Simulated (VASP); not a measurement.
Write the native input for VASP 6.6.1 that does the following.

| Quantity | Value |
| --- | --- |
| Task | single point |
| Functional | r2SCAN |
| Potentials or basis | VASP PAW PBE potentials, release 64 (Ba_sv, Zr_sv, O) |
| Cutoff | 520 eV |
| k mesh | 6 × 6 × 6 |
| Occupations | gaussian, width 0.01 eV |
| Spin | no spin polarisation |
| Dipole correction | no |
| Further INCAR settings | ALGO = Normal; EDIFF = 1e-07; NBANDS = 28 |

Crystal: BaZrO3.

```
Ba Zr O
1.0
     4.33152    0.00000    0.00000
     0.00000    4.33152    0.00000
     0.00000    0.00000    4.33152
Ba Zr O
1 1 3
Direct
  0.00000 0.00000 0.00000
  0.50000 0.50000 0.50000
  0.50000 0.50000 0.00000
  0.50000 0.00000 0.50000
  0.00000 0.50000 0.50000
```

This cell differs from its parent crystal: strain +3.0%.

The input as run:

POSCAR

```
BaZrO3
1.0
    4.3315155616      0.0000000000      0.0000000000
    0.0000000000      4.3315155616      0.0000000000
    0.0000000000      0.0000000000      4.3315155616
Ba Zr O
1 1 3
Direct
    0.0000000000      0.0000000000      0.0000000000
    0.5000000000      0.5000000000      0.5000000000
    0.5000000000      0.5000000000      0.0000000000
    0.5000000000      0.0000000000      0.5000000000
    0.0000000000      0.5000000000      0.5000000000
```

INCAR.step1

```
SYSTEM = BaZrO3
  PREC = Accurate
  ENCUT = 520
  ISMEAR = 0
  SIGMA = 0.01
  LREAL = .FALSE.
  LASPH = .TRUE.
  NELM = 80
  NBANDS = 28
  GGA = PE
  ALGO = Normal
  EDIFF = 1E-4
  LWAVE = .TRUE.
  LCHARG = .FALSE.
```

INCAR.step2

```
SYSTEM = BaZrO3
  PREC = Accurate
  ENCUT = 520
  EDIFF = 1E-7
  ISMEAR = 0
  SIGMA = 0.01
  LREAL = .FALSE.
  LASPH = .TRUE.
  NELM = 80
  ALGO = Normal
  ISIF = 2
  LWAVE = .FALSE.
  LCHARG = .FALSE.
  METAGGA = R2SCAN
  LMIXTAU = .TRUE.
  NBANDS = 28
  ISTART = 1
```

KPOINTS

```
regular mesh
0
G
  6 6 6
  0 0 0
```

Potentials or basis: VASP PAW PBE potentials, release 64 (Ba_sv, Zr_sv, O).

Run with:

```sh
$ cat potpaw_PBE.64/Ba_sv/POTCAR potpaw_PBE.64/Zr_sv/POTCAR potpaw_PBE.64/O/POTCAR > POTCAR
$ cp INCAR.step1 INCAR
$ mpirun -np 1 vasp_std > vasp.out
$ cp INCAR.step2 INCAR
$ mpirun -np 1 vasp_std > vasp.out
```

It gave:

The pressure is -11.3 GPa and the band gap on the k mesh is 3.44 eV, indirect (least direct gap 3.77 eV).

Caveat: the cell differs from its parent crystal (strain +3.0%); the PAW data sets were made with another functional, which shifts forces and pressure a little; spin-orbit coupling is left out, which moves the levels of the heavy elements.

Run time: 90 s on 1 thread of AMD EPYC 9R45 96-Core Processor (Zen 5) (shared host), peak memory 0.18 GiB.
